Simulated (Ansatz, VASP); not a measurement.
**One calculation of Ti, two programs**

```
Ti
1.0
     0.00000    1.99955    2.06045
     1.99955    0.00000    2.06045
     1.99955    1.99955    0.00000
Ti
1
Direct
  0.00000 0.00000 0.00000
```

Change from the starting cell: strain -0.015 along x and y, +0.015 along z, atoms carried along.

Alike in both runs: task single point; functional r2SCAN; k mesh 20 × 20 × 20; occupations gaussian, width 0.15 eV; no spin polarisation.

```csv
,VASP,Ansatz
version,VASP 6.6.1,Ansatz 0.2.0
potentials or method,"VASP PAW PBE potentials, release 64 (Ti_sv), cutoff 520 eV","scalar-relativistic, plane waves, PAW"
valence electrons in the cell,12,12
```

|  | VASP | Ansatz | Ansatz less VASP |
| --- | --- | --- | --- |
| gap on the k mesh at the Fermi level (eV) | none | none | - |
| pressure (GPa) | 6.8 | 6.4 | -0.41 |
| traceless stress, the component that is largest in VASP (GPa) | -0.65 | -0.64 | +0.010 |

VASP's potentials were made for PBE, not for r2SCAN. A gap of «none» marks a metal or a gap that the smearing closes. The functional is the same, so the differences come from potentials, cutoffs and numerics.
